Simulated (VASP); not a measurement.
A run of VASP 6.6.1:

File INCAR:

```
PREC = Accurate
ENCUT = 520
EDIFF = 1E-7
ISMEAR = 0
SIGMA = 0.016
LREAL = False
LASPH = True
NELM = 60
ALGO = Normal
ISIF = 2
LWAVE = False
LCHARG = False
GGA = PE
NBANDS = 11
```

The input KPOINTS:

```
regular mesh
0
Gamma
  11 11 11
```

POSCAR

```
MgO
1.0
    0.0000000000      2.0970013927      2.0970013927
    2.0970013927      0.0000000000      2.0970013927
    2.0970013927      2.0970013927      0.0000000000
Mg O
1 1
Direct
    0.0000000000      0.0000000000      0.0000000000
    0.5000000000      0.5000000000      0.5000000000
```

Potentials or basis: VASP PAW PBE potentials, release 64 (Mg, O).

Command:

```bash
$ cat potpaw_PBE.64/Mg/POTCAR potpaw_PBE.64/O/POTCAR > POTCAR
$ mpirun -np 1 vasp_std > vasp.out
```

Hardware: 1 thread of Intel Xeon 6975P-C, on a shared host.

How long does it take, and how much memory?

It took 5.7 s on 1 thread of Intel Xeon 6975P-C, on a shared host, peak memory 0.14 GiB. Counts: scf iterations 13, k points 56.
